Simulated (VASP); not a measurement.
# LiBe24 in VASP: further runs

LiBe24 is run at these levels: LDA; tasks: single point.

All numbers are computed with VASP 6.6.1; they aren't measurements. Logs are shortened: lines on timing, memory, paths and dates and some standing lists are left out, and cuts for length are marked.

## (1) The cell of the first run

The cell holds a slab with vacuum, 25 atoms: a = 4.452 Å, b = 7.033 Å, c = 19.800 Å, α = 90.00°, β = 90.00°, γ = 90.00°.

## (2) Single point, LDA

INCAR reads:

```
  ALGO = Normal
  DIPOL = 0.5 0.5 0.321
  EDIFF = 1E-6
  ENCUT = 520
  IDIPOL = 3
  ISIF = 2
  ISMEAR = 0
  LASPH = T
  LCHARG = F
  LDIPOL = T
  LREAL = Auto
  LWAVE = F
  NBANDS = 44
  NELM = 60
  PREC = Accurate
  SIGMA = 0.1
```

KPOINTS reads:

```
k-points
0
Gamma
  6 4 1
```

POSCAR reads:

```
LiBe24
1.0
    4.4524297775      0.0000000000      0.0000000000
    0.0000000000      7.0331519566      0.0000000000
    0.0000000000      0.0000000000     19.7998741761
Be Li
24 1
Direct
    0.0000000000      0.3750000000      0.2020214858
    0.0000000000      0.8750000000      0.2020214858
    0.5000000000      0.3750000000      0.2020214858
    0.5000000000      0.8750000000      0.2020214858
    0.2500000000      0.1250000000      0.2344789084
    0.2500000000      0.6250000000      0.2344789084
    0.7500000000      0.1250000000      0.2344789084
    0.7500000000      0.6250000000      0.2344789084
    0.2500000000      0.3750000000      0.2993937535
    0.2500000000      0.8750000000      0.2993937535
    0.7500000000      0.3750000000      0.2993937535
    0.7500000000      0.8750000000      0.2993937535
    0.0000000000      0.1250000000      0.3261495638
    0.0000000000      0.6250000000      0.3261495638
    0.5000000000      0.1250000000      0.3261495638
    0.5000000000      0.6250000000      0.3261495638
    0.0000000000      0.3750000000      0.3969669031
    0.0000000000      0.8750000000      0.3969669031
    0.5000000000      0.3750000000      0.3969669031
    0.5000000000      0.8750000000      0.3969669031
    0.2500000000      0.1250000000      0.4191882283
    0.2500000000      0.6250000000      0.4191882283
    0.7500000000      0.1250000000      0.4191882283
    0.7500000000      0.6250000000      0.4191882283
    0.4166666667      0.3125000000      0.5069811452
```

Potentials or basis: VASP PAW LDA potentials, release 64 (Be, Li_sv).

Launch:

```bash
$ cat potpaw_LDA.64/Be/POTCAR potpaw_LDA.64/Li_sv/POTCAR > POTCAR
$ mpirun -np 1 vasp_std > vasp.out
```

OUTCAR:

```text
EDIFF = 1E-6
   ENCUT = 520
   ISIF = 2
   ISMEAR = 0
   LASPH = T
   LREAL = Auto
   NELM = 60
   PREC = Accurate

 ion  position               nearest neighbor table
   1  0.000  0.375  0.202-   5 2.18   6 2.18   7 2.18   8 2.18   3 2.23   3 2.23  11 2.23   9 2.23

   2  0.000  0.875  0.202-   5 2.18   6 2.18   7 2.18   8 2.18   4 2.23   4 2.23  12 2.23  10 2.23

   3  0.500  0.375  0.202-   5 2.18   6 2.18   7 2.18   8 2.18   1 2.23   1 2.23  11 2.23   9 2.23
[... 39 lines left out ...]
  23  0.750  0.125  0.419-  17 2.13  18 2.13  19 2.13  20 2.13  13 2.15  15 2.15  21 2.23  21 2.23

  24  0.750  0.625  0.419-  17 2.13  18 2.13  19 2.13  20 2.13  14 2.15  16 2.15  22 2.23  22 2.23

  25  0.417  0.312  0.507-  19 2.25  21 2.30

  LATTYP: Found a simple orthorhombic cell.
 ALAT       =     4.4524297775
 B/A-ratio  =     1.5796210851
 C/A-ratio  =     4.4469817977

  Lattice vectors:

 A1 = (   4.4524297775,   0.0000000000,   0.0000000000)
 A2 = (   0.0000000000,   7.0331519566,   0.0000000000)
 A3 = (   0.0000000000,   0.0000000000,  19.7998741761)

Analysis of symmetry for initial positions (statically):
=====================================================================
 Subroutine PRICEL returns:
 Original cell was already a primitive cell.

 Routine SETGRP: Setting up the symmetry group for a
 simple orthorhombic supercell.

 Subroutine GETGRP returns: Found  1 space group operations
 (whereof  1 operations were pure point group operations)
 out of a pool of  8 trial point group operations.

The static configuration has the point symmetry C_1 .

Analysis of symmetry for dynamics (positions and initial velocities):
=====================================================================
 Subroutine PRICEL returns:
 Original cell was already a primitive cell.

 Routine SETGRP: Setting up the symmetry group for a
 simple orthorhombic supercell.

 Subroutine GETGRP returns: Found  1 space group operations
 (whereof  1 operations were pure point group operations)
 out of a pool of  8 trial point group operations.

The dynamic configuration has the point symmetry C_1 .

 Subroutine INISYM returns: Found  1 space group operations
 (whereof  1 operations are pure point group operations),
 and found     1 'primitive' translations

----------------------------------------------------------------------------------------

                                     Primitive cell

  volume of cell :     620.0254

  direct lattice vectors                    reciprocal lattice vectors
     4.452429777  0.000000000  0.000000000     0.224596468  0.000000000  0.000000000
[... 138 lines left out ...]
   IALGO  =     38    algorithm
   IMIX   =      4    mixing-type and parameters
     AMIX     =   0.40;   BMIX     =  1.00
     AMIX_MAG =   1.60;   BMIX_MAG =  1.00
  volume/ion in A,a.u.               =      24.80       167.37
  Fermi-wavevector in a.u.,A,eV,Ry     =   0.711970  1.345428  6.896811  0.506901
  Thomas-Fermi vector in A             =   1.799222
   LORBIT       =      0    0 simple, 1 ext, 2 COOP (PROOUT), +10 PAW based schemes
   GGA     = CA    functional components
   LHFCALC =     F    Hartree Fock is set to
   AEXX    =    0.0000 exact exchange contribution
   IVDW    =     0    specifies the selected vdW correction
   LEPSILON=     F    determine dielectric tensor
   LRPA    =     F    only Hartree local field effects (RPA)
 non-spin polarized calculation
 Gauss-broadening in eV      SIGMA  =   0.10
  energy-cutoff  :      520.00
  volume of cell :      620.03
 maximum number of plane-waves:     16734
 NGX is ok and might be reduce to    36
   NGX = 17   NGY = 27   NGZ = 73

 dipolmoment           0.000000      0.000000      0.031960 electrons x Angstroem

 number of electron      50.9999997 magnetization

 dipolmoment           0.000000      0.000000     -0.388745 electrons x Angstroem

 Free energy of the ion-electron system (eV)
  ---------------------------------------------------
  ext. energy  EPLUGINS =         0.00000000
  ---------------------------------------------------
  free energy    TOTEN  =       -95.51369008 eV

  energy without entropy =      -95.48503069  energy(sigma->0) =      -95.49936038

 E-fermi :  -0.3982     XC(G=0):  -4.3696

 val. band max:       -0.4203630062   @ k =   0.3333   0.2500   0.0000
 cond. band min:      -0.3732270769   @ k =   0.3333   0.0000   0.0000
 fundamental gap:      0.0471359293
 Fermi energy:        -0.3981931932

 k-point     1 :       0.0000    0.0000    0.0000
  band No.  band energies     occupation
      1     -47.1324      2.00000
      2     -10.8066      2.00000
      3      -8.7417      2.00000
      4      -8.6753      2.00000
      5      -8.6455      2.00000
      6      -6.6072      2.00000
[... 549 lines left out ...]
     36       3.7415      0.00000
     37       3.9694      0.00000
 [bands above 37 left out]

------------------------ aborting loop because EDIFF is reached ----------------------------------------

 vacuum level on the upper side and lower side of the slab       (xc-potential included)        -1.112         1.088

  FORCE on cell =-STRESS in cart. coord.  units (eV):
  Direction    XX          YY          ZZ          XY          YZ          ZX
  --------------------------------------------------------------------------------------
  -------------------------------------------------------------------------------------
  Total       -0.7289143     -2.8614319     -1.2714946      0.1514667      0.8251510      0.1037883
  in kB       -1.8835516     -7.3940858     -3.2856069      0.3913976      2.1322323      0.2681943
  external PRESSURE =      -4.1877481 kB  Pullay stress =       0.0000000 kB

 VOLUME and BASIS-vectors are now :
 -----------------------------------------------------------------------------
  energy-cutoff  :      520.00
  volume of cell :      620.03
      direct lattice vectors                 reciprocal lattice vectors
     4.452429777  0.000000000  0.000000000     0.224596468  0.000000000  0.000000000
     0.000000000  7.033151957  0.000000000     0.000000000  0.142183761  0.000000000
     0.000000000  0.000000000 19.799874176     0.000000000  0.000000000  0.050505371

 POSITION                                       TOTAL-FORCE (eV/Angst)
 -----------------------------------------------------------------------------------
      0.00000      2.63743      4.00000        -0.002603      0.005101      0.569405
      0.00000      6.15401      4.00000         0.007439     -0.001169      0.550204
      2.22621      2.63743      4.00000        -0.000223      0.009440      0.577527
      2.22621      6.15401      4.00000        -0.011007      0.000158      0.595797
      1.11311      0.87914      4.64265        -0.002584      0.029786     -0.687620
      1.11311      4.39572      4.64265        -0.000027     -0.031152     -0.722702
[... 17 lines left out ...]
      3.33932      4.39572      8.29987        -0.093010     -0.001060      0.043467
      1.85518      2.19786     10.03816         0.045247      0.423855      0.007209
 -----------------------------------------------------------------------------------
    total drift:                               -0.000022      0.005104     -0.006177

  FREE ENERGIE OF THE ION-ELECTRON SYSTEM (eV)
  ---------------------------------------------------
  free  energy   TOTEN  =       -95.5136900807 eV

  energy  without entropy=      -95.4850306865  energy(sigma->0) =      -95.49936038

 vacuum level on the upper side and lower side of the slab         1.777         4.073
```

Wall time 8 min (1 thread of AMD EPYC 9R45 (Zen 5), shared host); peak memory 0.56 GiB.

What came out:

* Free energy: -95.5137 eV
* Largest force: 0.723 eV/Å

Forces in eV/Å, atoms in the order of the input:
```
Be  -0.003  0.005  0.569
Be   0.007 -0.001  0.550
Be   0.000  0.009  0.578
Be  -0.011  0.000  0.596
Be  -0.003  0.030 -0.688
Be   0.000 -0.031 -0.723
Be   0.000  0.032 -0.666
Be  -0.002 -0.048 -0.708
Be   0.033  0.011  0.186
Be   0.002 -0.012  0.144
Be  -0.023  0.004  0.219
Be  -0.002 -0.016  0.126
Be  -0.006 -0.027  0.076
Be   0.000  0.019  0.034
Be  -0.012 -0.068 -0.099
Be  -0.009  0.050 -0.073
Be   0.070 -0.018  0.448
Be   0.000 -0.039  0.069
Be   0.028  0.078 -0.298
Be   0.007 -0.043  0.080
Be  -0.052 -0.313 -0.488
Be   0.077  0.002 -0.018
Be  -0.055 -0.046  0.036
Be  -0.093 -0.001  0.043
Li   0.045  0.424  0.007
```

Caveat: the cutoff is under 1.25 times the usual one of these potentials, so pressure, stress and relaxed cells hold a basis-set (Pulay) error.

## (3) Single point, LDA

INCAR reads:

```
ALGO     = Normal         # electronic algorithm
DIPOL    = 0.5 0.5 0.321
EDIFF    = 1E-6           # SCF threshold, eV
ENCUT    = 520            # plane-wave cutoff, eV
IDIPOL   = 3            
ISIF     = 2              # what is computed and relaxed
ISMEAR   = 0              # smearing method
LASPH    = True           # aspherical terms in the spheres
LCHARG   = False          # write CHGCAR
LDIPOL   = True         
LREAL    = Auto         
LWAVE    = False          # write WAVECAR
NBANDS   = 44             # bands
NELM     = 60             # most SCF steps
PREC     = Accurate       # precision mode
SIGMA    = 0.1            # smearing width, eV
```

KPOINTS is that of step 2.

Edit POSCAR of step 2 so:

```diff
@@ -32,2 +32,2 @@
     0.7500000000      0.6250000000      0.4191882283
-    0.4166666667      0.3125000000      0.5069811452
+    0.3333333333      0.1875000000      0.5221163885
```

Potentials or basis: VASP PAW LDA potentials, release 64 (Be, Li_sv).

Launch:

```bash
$ cat potpaw_LDA.64/Be/POTCAR potpaw_LDA.64/Li_sv/POTCAR > POTCAR
$ mpirun -np 1 vasp_std > vasp.out
```

Wall time 7.8 min (1 thread of AMD EPYC 9R45 (Zen 5), shared host); peak memory 0.56 GiB.

Results (log left out):

```yaml
Free_energy: -95.0172 eV
Largest_force: 1.284 eV/Å
```

Forces on the atoms (eV/Å):
```
Be   0.000  0.022  0.570
Be   0.007 -0.018  0.564
Be  -0.002  0.027  0.576
Be  -0.009 -0.021  0.574
Be  -0.001  0.005 -0.674
Be   0.004 -0.003 -0.731
Be  -0.001  0.007 -0.641
Be  -0.005 -0.023 -0.735
Be   0.011  0.038  0.178
Be   0.004 -0.040  0.178
Be  -0.006  0.024  0.179
Be  -0.002 -0.040  0.151
Be   0.010 -0.007  0.091
Be   0.008  0.004 -0.032
Be  -0.022 -0.013 -0.013
Be  -0.010  0.003 -0.037
Be   0.055  0.040  0.286
Be   0.011 -0.079  0.165
Be  -0.038  0.016  0.266
Be  -0.006 -0.050  0.208
Be  -0.151 -0.258 -1.249
Be   0.010  0.012 -0.076
Be   0.004 -0.009  0.264
Be  -0.010  0.025 -0.063
Li   0.138  0.336  0.000
```

Levels at points of the mesh, in eV from the Fermi level:
| k point | band 23 | band 24 | band 25 | band 26 | band 27 | band 28 |
| --- | --- | --- | --- | --- | --- | --- |
| (0.00, 0.00, 0.00) | -1.10 | -0.73 | -0.23 | -0.18 | 0.07 | 0.19 |
| (0.50, 0.00, 0.00) | -1.44 | 0.69 | 0.71 | 0.83 | 0.87 | 1.24 |
| (0.00, 0.50, 0.00) | -1.20 | -1.02 | -0.99 | -0.21 | -0.01 | 0.42 |
| (0.50, 0.50, 0.00) | -0.97 | -0.76 | -0.67 | 0.33 | 0.36 | 0.40 |

Caveat: the cutoff is under 1.25 times the usual one of these potentials, so pressure, stress and relaxed cells hold a basis-set (Pulay) error.

## (4) Single point, LDA

INCAR reads:

```
PREC = Accurate
ENCUT = 520
EDIFF = 1E-7
ISMEAR = 0
SIGMA = 0.1
LREAL = Auto
LASPH = T
NELM = 100
ALGO = Normal
ISIF = 2
LWAVE = F
LCHARG = F
LDIPOL = T
IDIPOL = 3
DIPOL = 0.5 0.5 0.321
NBANDS = 44
```

KPOINTS reads:

```
Automatic mesh
0
Gamma
  6 4 1
```

Edit POSCAR of step 3 so:

```diff
@@ -32,2 +32,2 @@
     0.7500000000      0.6250000000      0.4191882283
-    0.3333333333      0.1875000000      0.5221163885
+    0.3333333333      0.3125000000      0.5072829258
```

Potentials or basis: VASP PAW LDA potentials, release 64 (Be, Li_sv).

Launch:

```bash
$ cat potpaw_LDA.64/Be/POTCAR potpaw_LDA.64/Li_sv/POTCAR > POTCAR
$ mpirun -np 1 vasp_std > vasp.out
```

OUTCAR:

```text
PREC = Accurate
   ENCUT = 520
   EDIFF = 1E-7
   ISMEAR = 0
   LREAL = Auto
   LASPH = T
   NELM = 100
   ISIF = 2

 ion  position               nearest neighbor table
   1  0.000  0.375  0.202-   5 2.18   6 2.18   7 2.18   8 2.18   3 2.23   3 2.23  11 2.23   9 2.23

   2  0.000  0.875  0.202-   5 2.18   6 2.18   7 2.18   8 2.18   4 2.23   4 2.23  12 2.23  10 2.23

   3  0.500  0.375  0.202-   5 2.18   6 2.18   7 2.18   8 2.18   1 2.23   1 2.23  11 2.23   9 2.23
[... 39 lines left out ...]
  23  0.750  0.125  0.419-  17 2.13  18 2.13  19 2.13  20 2.13  13 2.15  15 2.15  21 2.23  21 2.23
[... 806 lines left out ...]
  Total       -0.8931800     -2.6963897     -1.2577366      0.1496766      0.9858794      0.1055004
  in kB       -2.3080226     -6.9676084     -3.2500555      0.3867720      2.5475626      0.2726183
  external PRESSURE =      -4.1752288 kB  Pullay stress =       0.0000000 kB

 VOLUME and BASIS-vectors are now :
 -----------------------------------------------------------------------------
  energy-cutoff  :      520.00
  volume of cell :      620.03
      direct lattice vectors                 reciprocal lattice vectors
     4.452429777  0.000000000  0.000000000     0.224596468  0.000000000  0.000000000
     0.000000000  7.033151957  0.000000000     0.000000000  0.142183761  0.000000000
     0.000000000  0.000000000 19.799874176     0.000000000  0.000000000  0.050505371

 POSITION                                       TOTAL-FORCE (eV/Angst)
 -----------------------------------------------------------------------------------
      0.00000      2.63743      4.00000        -0.002687      0.006238      0.570215
      0.00000      6.15401      4.00000         0.014613     -0.001254      0.557448
      2.22621      2.63743      4.00000        -0.000175      0.008815      0.575300
      2.22621      6.15401      4.00000        -0.018273     -0.000195      0.584097
      1.11311      0.87914      4.64265        -0.002016      0.027032     -0.698117
      1.11311      4.39572      4.64265        -0.000057     -0.023215     -0.730026
[... 17 lines left out ...]
      3.33932      4.39572      8.29987        -0.058453      0.001633      0.064682
      1.48414      2.19786     10.04414         0.045011      0.509546      0.007164
 -----------------------------------------------------------------------------------
    total drift:                               -0.000013      0.005707     -0.004590

  FREE ENERGIE OF THE ION-ELECTRON SYSTEM (eV)
  ---------------------------------------------------
  free  energy   TOTEN  =       -95.4952596957 eV

  energy  without entropy=      -95.4665014269  energy(sigma->0) =      -95.48088056

 vacuum level on the upper side and lower side of the slab         1.756         4.037
```

OSZICAR:

```text
N       E                     dE             d eps       ncg     rms          rms(c)
DAV:   1     0.199851162517E+03    0.19985E+03   -0.17044E+04  1240   0.860E+02
DAV:   2    -0.833935926393E+02   -0.28324E+03   -0.26737E+03  1656   0.180E+02
DAV:   3    -0.103898921468E+03   -0.20505E+02   -0.20003E+02  1680   0.466E+01
[... 19 lines left out ...]
DAV:  23    -0.954952562700E+02   -0.10335E-04   -0.81905E-07  1288   0.154E-03    0.288E-04
DAV:  24    -0.954952585565E+02   -0.22865E-05   -0.11480E-07  1332   0.764E-04    0.149E-04
DAV:  25    -0.954952595062E+02   -0.94970E-06   -0.54127E-08  1124   0.483E-04    0.608E-05
DAV:  26    -0.954952596735E+02   -0.16723E-06   -0.12366E-08  1212   0.247E-04    0.251E-05
DAV:  27    -0.954952596957E+02   -0.22244E-07   -0.21122E-09  1172   0.138E-04
   1 F= -.95495260E+02 E0= -.95480881E+02  d E =-.287583E-01
```

stdout:

```text
POSCAR found type information on POSCAR BeLi
 POSCAR found :  2 types and      25 ions
 scaLAPACK will be used
 LDA part: xc-table for (Slater(with rela. corr.)+CA(PZ))
 , standard interpolation
 POSCAR, INCAR and KPOINTS ok, starting setup
 FFT: planning ... GRIDC
 FFT: planning ... GRID_SOFT
 FFT: planning ... GRID
 WAVECAR not read
 entering main loop
```

Run time: 9.7 min. Hardware: 1 thread of AMD EPYC 9R45 (Zen 5), shared host; peak memory 0.56 GiB.

Results:

| Property | Result |
| --- | --- |
| Free energy | -95.4953 eV |
| Largest force | 0.850 eV/Å |

Forces on the atoms (eV/Å):
```
Be  -0.003  0.006  0.570
Be   0.015 -0.001  0.557
Be   0.000  0.009  0.575
Be  -0.018  0.000  0.584
Be  -0.002  0.027 -0.698
Be   0.000 -0.023 -0.730
Be  -0.001  0.032 -0.662
Be  -0.002 -0.053 -0.703
Be   0.022  0.014  0.184
Be   0.001 -0.011  0.148
Be  -0.012  0.002  0.238
Be  -0.002 -0.019  0.116
Be  -0.003 -0.038  0.033
Be   0.005  0.028  0.008
Be  -0.015 -0.061 -0.067
Be  -0.014  0.046 -0.054
Be   0.089 -0.006  0.337
Be  -0.002 -0.042  0.069
Be   0.007  0.049 -0.081
Be   0.010 -0.044  0.075
Be  -0.054 -0.447 -0.721
Be   0.044  0.005 -0.037
Be  -0.051  0.018  0.187
Be  -0.058  0.002  0.065
Li   0.045  0.510  0.007
```

Caveat: the cutoff is under 1.25 times the usual one of these potentials, so pressure, stress and relaxed cells hold a basis-set (Pulay) error.
